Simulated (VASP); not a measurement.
# Zn8PO7 (a cell with a defect) in VASP: single point with PBEsol

Aim: the single point of Zn8PO7 (a cell with a defect) with PBEsol.

Program: VASP 6.6.1. These are calculated values, not measurements. Logs are shortened: lines on timing, memory, paths and dates and some standing lists are left out, and cuts for length are marked.

## (1) The cell of the first run

The cell holds a defect, 16 atoms: a = 6.460 Å, b = 5.594 Å, c = 5.215 Å, α = 90.00°, β = 90.00°, γ = 90.00°.

## (2) Single point, PBEsol, collinear spin

The input, INCAR:

```
SYSTEM = Zn8PO7
PREC = Accurate ; ENCUT = 520
EDIFF = 1E-7 ; ISMEAR = 1
SIGMA = 0.05 ; LREAL = Auto
LASPH = .True. ; NELM = 150
ALGO = Normal ; ISIF = 2
LWAVE = .False. ; LCHARG = .False.
ISPIN = 2 ; MAGMOM = 0.2 0 0.2 0.2 0 0.2 0 0 0 0 0 0 0 0 0 0.2
LORBIT = 11 ; GGA = PS
NBANDS = 90
```

The input, KPOINTS:

```
Automatic mesh
0
Gamma
  2 2 2
  0.5 0.5 0.5
```

The input, POSCAR:

```
Zn8PO7
1.0
    6.4598480000      0.0000000000      0.0000000000
    0.0000000000      5.5943930000      0.0000000000
    0.0000000000      0.0000000000      5.2145190000
Zn O P
8 7 1
Direct
    0.2838480000      0.1819970000      0.4853850000
    0.9695610000      0.6367860000      0.5150170000
    0.7531720000      0.1996400000      0.4970640000
    0.4983040000      0.6756790000      0.5022000000
    0.9870380000      0.3229530000      0.9991030000
    0.5008820000      0.3598760000      0.0059590000
    0.2591810000      0.8403140000      0.9959000000
    0.7517650000      0.8349740000      0.9966920000
    0.9910380000      0.3233410000      0.3906720000
    0.2602940000      0.7995290000      0.4074650000
    0.7139910000      0.8271230000      0.3698850000
    0.2456760000      0.1503110000      0.8943730000
    0.0100630000      0.6870830000      0.8521510000
    0.7369200000      0.1643360000      0.8939760000
    0.5107350000      0.6686790000      0.8841110000
    0.5150730000      0.3354130000      0.3910090000
```

Potentials or basis: VASP PAW PBE potentials, release 64 (Zn, O, P).

Command:

```
$ cat potpaw_PBE.64/Zn/POTCAR potpaw_PBE.64/O/POTCAR potpaw_PBE.64/P/POTCAR > POTCAR
$ mpirun -np 1 vasp_std > vasp.out
```

OUTCAR:

```text
SYSTEM = Zn8PO7
   PREC = Accurate
   ENCUT = 520
   EDIFF = 1E-7
   ISMEAR = 1
   LREAL = Auto
   LASPH = .True.
   NELM = 150
   ISIF = 2
   ISPIN = 2
   LORBIT = 11
   GGA = PS

 ion  position               nearest neighbor table
   1  0.284  0.182  0.485-  16 1.79   9 2.11  12 2.15  10 2.18   3 3.03   6 3.03
   2  0.970  0.637  0.515-  13 1.80   9 1.87  11 2.11  10 2.16   3 2.82
   3  0.753  0.200  0.497-   9 1.77  16 1.80  14 2.08  11 2.20   2 2.82   1 3.03
   4  0.498  0.676  0.502-  10 1.76  11 1.77  16 1.99  15 1.99
   5  0.987  0.323  0.999-  14 1.92  12 2.01   9 2.04  13 2.18
   6  0.501  0.360  0.006-  15 1.84  14 1.97  16 2.01  12 2.10   1 3.03
   7  0.259  0.840  0.996-  12 1.82  13 1.97  15 1.98  10 2.16
   8  0.752  0.835  0.997-  15 1.91  14 1.92  11 1.96  13 2.01
   9  0.991  0.323  0.391-   3 1.77   2 1.87   5 2.04   1 2.11
  10  0.260  0.800  0.407-   4 1.76   7 2.16   2 2.16   1 2.18
  11  0.714  0.827  0.370-   4 1.77   8 1.96   2 2.11   3 2.20
  12  0.246  0.150  0.894-   7 1.82   5 2.01   6 2.10   1 2.15
  13  0.010  0.687  0.852-   2 1.80   7 1.97   8 2.01   5 2.18
  14  0.737  0.164  0.894-   8 1.92   5 1.92   6 1.97   3 2.08
  15  0.511  0.669  0.884-   6 1.84   8 1.91   7 1.98   4 1.99
  16  0.515  0.335  0.391-   1 1.79   3 1.80   4 1.99   6 2.01

  LATTYP: Found a simple orthorhombic cell.
 ALAT       =     5.2145190000
 B/A-ratio  =     1.0728492887
 C/A-ratio  =     1.2388195345

  Lattice vectors:

 A1 = (   0.0000000000,   0.0000000000,  -5.2145190000)
 A2 = (   0.0000000000,   5.5943930000,   0.0000000000)
 A3 = (   6.4598480000,   0.0000000000,   0.0000000000)

Analysis of symmetry for initial positions (statically):
=====================================================================
 Subroutine PRICEL returns:
 Original cell was already a primitive cell.

 Routine SETGRP: Setting up the symmetry group for a
 simple orthorhombic supercell.

 Subroutine GETGRP returns: Found  1 space group operations
 (whereof  1 operations were pure point group operations)
 out of a pool of  8 trial point group operations.

The static configuration has the point symmetry C_1 .

Analysis of symmetry for dynamics (positions and initial velocities):
=====================================================================
 Subroutine PRICEL returns:
 Original cell was already a primitive cell.

 Routine SETGRP: Setting up the symmetry group for a
 simple orthorhombic supercell.

 Subroutine GETGRP returns: Found  1 space group operations
 (whereof  1 operations were pure point group operations)
 out of a pool of  8 trial point group operations.

The dynamic configuration has the point symmetry C_1 .

Analysis of structural, dynamic, and magnetic symmetry:
=====================================================================
 Subroutine PRICEL returns:
 Original cell was already a primitive cell.

 Routine SETGRP: Setting up the symmetry group for a
 simple orthorhombic supercell.

 Subroutine GETGRP returns: Found  1 space group operations
 (whereof  1 operations were pure point group operations)
 out of a pool of  8 trial point group operations.

The overall configuration has the point symmetry C_1 .

 Subroutine INISYM returns: Found  1 space group operations
 (whereof  1 operations are pure point group operations),
 and found     1 'primitive' translations

----------------------------------------------------------------------------------------

                                     Primitive cell

  volume of cell :     188.4471

  direct lattice vectors                    reciprocal lattice vectors
     6.459848000  0.000000000  0.000000000     0.154802404  0.000000000  0.000000000
     0.000000000  5.594393000  0.000000000     0.000000000  0.178750402  0.000000000
     0.000000000  0.000000000  5.214519000     0.000000000  0.000000000  0.191772242

  length of vectors
     6.459848000  5.594393000  5.214519000     0.154802404  0.178750402  0.191772242

  position of ions in fractional coordinates (direct lattice)
     0.283848000  0.181997000  0.485385000
     0.969561000  0.636786000  0.515017000
     0.753172000  0.199640000  0.497064000
     0.498304000  0.675679000  0.502200000
     0.987038000  0.322953000  0.999103000
     0.500882000  0.359876000  0.005959000
[... 8 lines left out ...]
     0.510735000  0.668679000  0.884111000
     0.515073000  0.335413000  0.391009000

  ion indices of the primitive-cell ions
   primitive index   ion index
                 1           1
                 2           2
                 3           3
                 4           4
                 5           5
                 6           6
[... 8 lines left out ...]
                15          15
                16          16

----------------------------------------------------------------------------------------

 KPOINTS: Automatic mesh

Automatic generation of k-mesh.
 Grid dimensions read from file:
 generate k-points for:    2    2    2

 Generating k-lattice:

  Cartesian coordinates                     Fractional coordinates (reciprocal lattice)
     0.077401202  0.000000000  0.000000000     0.500000000  0.000000000  0.000000000
     0.000000000  0.089375201  0.000000000     0.000000000  0.500000000  0.000000000
     0.000000000  0.000000000  0.095886121     0.000000000  0.000000000  0.500000000

  Length of vectors
     0.077401202  0.089375201  0.095886121

  Shift w.r.t. Gamma in fractional coordinates (k-lattice)
     0.500000000  0.500000000  0.500000000

 Subroutine IBZKPT returns following result:
 ===========================================

 Found      4 irreducible k-points:

 Following reciprocal coordinates:
            Coordinates               Weight
  0.250000  0.250000  0.250000      2.000000
 -0.250000 -0.250000  0.250000      2.000000
 -0.250000  0.250000 -0.250000      2.000000
  0.250000 -0.250000 -0.250000      2.000000
   k-points           NKPTS =      4   k-points in BZ     NKDIM =      4   number of bands    NBANDS=     90
   number of dos      NEDOS =    301   number of ions     NIONS =     16
   total plane-waves  NPLWV =  80640
   dimension x,y,z NGX =    48 NGY =   42 NGZ =   40
   dimension x,y,z NGXF=    96 NGYF=   84 NGZF=   80
   ions per type =               8   7   1
   NGX,Y,Z   is equivalent  to a cutoff of  12.35, 12.48, 12.75 a.u.
   NGXF,Y,Z  is equivalent  to a cutoff of  24.71, 24.96, 25.51 a.u.
 SYSTEM =  Zn8PO7
   PREC   = accura    normal or accurate (medium, high low for compatibility)
   ISTART =      0    job   : 0-new  1-cont  2-samecut
   ICHARG =      2    charge: 1-file 2-atom 10-const
   ISPIN  =      2    spin polarized calculation?
   LNONCOLLINEAR =      F non collinear calculations
   LSORBIT =      F    spin-orbit coupling
   LASPH  =      T    aspherical Exc in radial PAW
   ENCUT  =  520.0 eV  38.22 Ry    6.18 a.u.  12.01 10.40  9.70*2*pi/ulx,y,z
   NELM   =    150;   NELMIN=  2; NELMDL= -5     # of ELM steps
   EDIFF  = 0.1E-06   stopping-criterion for ELM
   LREAL  =      T    real-space projection
   EDIFFG = 0.1E-05   stopping-criterion for IOM
   NSW    =      0    number of steps for IOM
   IBRION =     -1    ionic relax: 0-MD 1-quasi-New 2-CG
   NFREE  =      0    steps in history (QN), initial steepest desc. (CG)
   ISIF   =      2    stress and relaxation
   ISYM   =      2    0-nonsym 1-usesym 2-fastsym
   POTIM  = 0.5000    time-step for ionic-motion
   TEBEG  =    0.0;   TEEND  =   0.0 temperature during run
   PSTRESS=    0.0 pullay stress
   NELECT =     143.0000    total number of electrons
   NUPDOWN=      -1.0000    fix difference up-down
   EMIN   =  10.00;   EMAX   =-10.00  energy-range for DOS
   EFERMI =   0.00;   METHOD = LEGACY
   ISMEAR =     1;   SIGMA  =   0.05  broadening in eV -4-tet -1-fermi 0-gaus
   EFERMI_NEDOS =   21; number of points for ismear=-14 and -15
   IALGO  =     38    algorithm
   IMIX   =      4    mixing-type and parameters
     AMIX     =   0.40;   BMIX     =  1.00
     AMIX_MAG =   1.60;   BMIX_MAG =  1.00
  volume/ion in A,a.u.               =      11.78        79.48
  Fermi-wavevector in a.u.,A,eV,Ry     =   1.493220  2.821776 30.336973  2.229705
  Thomas-Fermi vector in A             =   2.605648
   LORBIT       =     11    0 simple, 1 ext, 2 COOP (PROOUT), +10 PAW based schemes
   GGA     = PS    functional components
   LHFCALC =     F    Hartree Fock is set to
   AEXX    =    0.0000 exact exchange contribution
   IVDW    =     0    specifies the selected vdW correction
   LEPSILON=     F    determine dielectric tensor
   LRPA    =     F    only Hartree local field effects (RPA)
 spin polarized calculation
 Methfessel and Paxton  Order N= 1 SIGMA  =   0.05
  energy-cutoff  :      520.00
  volume of cell :      188.45
 maximum number of plane-waves:      5073
   NGX = 25   NGY = 21   NGZ = 19

 number of electron     143.0000016 magnetization       1.0011992

 Free energy of the ion-electron system (eV)
  ---------------------------------------------------
  ext. energy  EPLUGINS =         0.00000000
  ---------------------------------------------------
  free energy    TOTEN  =       -66.56399471 eV

  energy without entropy =      -66.56483507  energy(sigma->0) =      -66.56427483

 E-fermi :   2.1834     XC(G=0): -11.3948

 val. band max:        2.1452888523   @ k =  -0.2500  -0.2500   0.2500
 cond. band min:       2.2984395784   @ k =   0.2500  -0.2500  -0.2500
 fundamental gap:      0.1531507261
 Fermi energy:         2.1833613244

 spin component 1

 k-point     1 :       0.2500    0.2500    0.2500
  band No.  band energies     occupation
      1     -16.3054      1.00000
      2     -16.1409      1.00000
      3     -15.7829      1.00000
      4     -15.6726      1.00000
      5     -15.5874      1.00000
      6     -15.2686      1.00000
[... 333 lines left out ...]
     82       9.4639      0.00000
     83       9.7558      0.00000
 Fermi energy:         2.1833613244

 spin component 2

 k-point     1 :       0.2500    0.2500    0.2500
  band No.  band energies     occupation
      1     -16.2632      1.00000
      2     -16.0604      1.00000
      3     -15.6756      1.00000
      4     -15.5652      1.00000
      5     -15.5141      1.00000
      6     -15.2009      1.00000
[... 333 lines left out ...]
     82       9.5229      0.00000
     83       9.8161      0.00000
 [bands above 83 left out]

------------------------ aborting loop because EDIFF is reached ----------------------------------------

  FORCE on cell =-STRESS in cart. coord.  units (eV):
  Direction    XX          YY          ZZ          XY          YZ          ZX
  --------------------------------------------------------------------------------------
  -------------------------------------------------------------------------------------
  Total       41.9939432     24.3879494     19.1845171      3.3459612     -4.8306481     -0.1874879
  in kB      357.0324697    207.3463252    163.1067480     28.4473589    -41.0701658     -1.5940219
  external PRESSURE =     242.4951810 kB  Pullay stress =       0.0000000 kB

 VOLUME and BASIS-vectors are now :
 -----------------------------------------------------------------------------
  energy-cutoff  :      520.00
  volume of cell :      188.45
      direct lattice vectors                 reciprocal lattice vectors
     6.459848000  0.000000000  0.000000000     0.154802404  0.000000000  0.000000000
     0.000000000  5.594393000  0.000000000     0.000000000  0.178750402  0.000000000
     0.000000000  0.000000000  5.214519000     0.000000000  0.000000000  0.191772242

 POSITION                                       TOTAL-FORCE (eV/Angst)
 -----------------------------------------------------------------------------------
      1.83361      1.01816      2.53105       -10.370534     -6.116167      3.661182
      6.26322      3.56243      2.68557         0.458896      1.520496     -1.877022
      4.86538      1.11686      2.59195         6.921230     -6.258618      4.231829
      3.21897      3.78001      2.61873        -0.205798      2.179844      2.728626
      6.37612      1.80673      5.20984         0.866612      0.398224      0.018097
      3.23562      2.01329      0.03107        -0.756528     -1.288410     -3.250577
[... 8 lines left out ...]
      3.29927      3.74085      4.61021        -0.531007      0.963662     -0.702295
      3.32729      1.87643      2.03892        -0.103014      5.071425     -3.961720
 -----------------------------------------------------------------------------------
    total drift:                               -0.003374     -0.016222     -0.001108

  FREE ENERGIE OF THE ION-ELECTRON SYSTEM (eV)
  ---------------------------------------------------
  free  energy   TOTEN  =       -66.5639947098 eV

  energy  without entropy=      -66.5648350748  energy(sigma->0) =      -66.56427483

 total charge

# of ion       s       p       d       tot
------------------------------------------
    1        0.693   0.620   9.853  11.166
    2        0.493   0.536   9.914  10.942
    3        0.693   0.770   9.915  11.379
    4        0.641   0.818   9.938  11.397
    5        0.457   0.446   9.879  10.781
    6        0.590   0.656   9.881  11.126
[... 8 lines left out ...]
   15        1.550   3.478   0.000   5.029
   16        1.073   1.888   0.000   2.961
--------------------------------------------------
tot         16.465  30.881  79.199 126.544

 magnetization (x)

# of ion       s       p       d       tot
------------------------------------------
    1        0.001   0.009   0.033   0.044
    2       -0.001  -0.000   0.006   0.005
    3        0.010   0.020   0.034   0.064
    4        0.006   0.048   0.078   0.132
    5       -0.001  -0.000   0.003   0.001
    6       -0.000   0.007   0.031   0.038
[... 8 lines left out ...]
   15        0.001   0.052   0.000   0.053
   16        0.006   0.175   0.000   0.182
--------------------------------------------------
tot          0.027   0.635   0.201   0.862
```

It took 4 min on 1 thread of Intel Xeon Platinum 8124M at 3.00GHz (Skylake/Cascade Lake), shared host; peak memory 0.37 GiB.

What came out:

- Free energy: -66.5640 eV
- Pressure: 24.2 GPa
- Largest force: 12.584 eV/Å
- Band gap on the k mesh: 0.15 eV
- Net moment: 1.00 μB per cell
- Site moments: Zn +0.04, +0.01, +0.06, +0.13, +0.00 (each value once); O +0.01, +0.12, +0.03, +0.00, +0.04, +0.05 (each value once); P +0.18 μB
- Valence electrons inside the program's atomic spheres: Zn 11.17, 10.94, 11.38, 11.40, 10.78, 11.13, 10.90, 10.92; O 5.03, 4.96, 4.99, 4.97 (each value once); P 2.96

Forces on the atoms (eV/Å):
```
Zn  -10.371  -6.116   3.661
Zn    0.459   1.520  -1.877
Zn    6.921  -6.259   4.232
Zn   -0.206   2.180   2.729
Zn    0.867   0.398   0.018
Zn   -0.757  -1.288  -3.251
Zn   -0.050  -1.349   0.999
Zn    0.594   0.007   0.230
O     3.002  -0.235  -1.227
O    -3.324   1.950  -1.560
O     3.563   1.550  -0.280
O    -0.184   2.232  -0.903
O    -0.500  -0.777   2.826
O     0.620   0.150  -0.933
O    -0.531   0.964  -0.702
P    -0.103   5.071  -3.962
```

Caveat: the k points lie up to 0.60 Å⁻¹ apart; semilocal functionals underestimate gaps, and a narrow one can read as zero; the PAW data sets were made with another functional, which shifts forces and pressure a little.
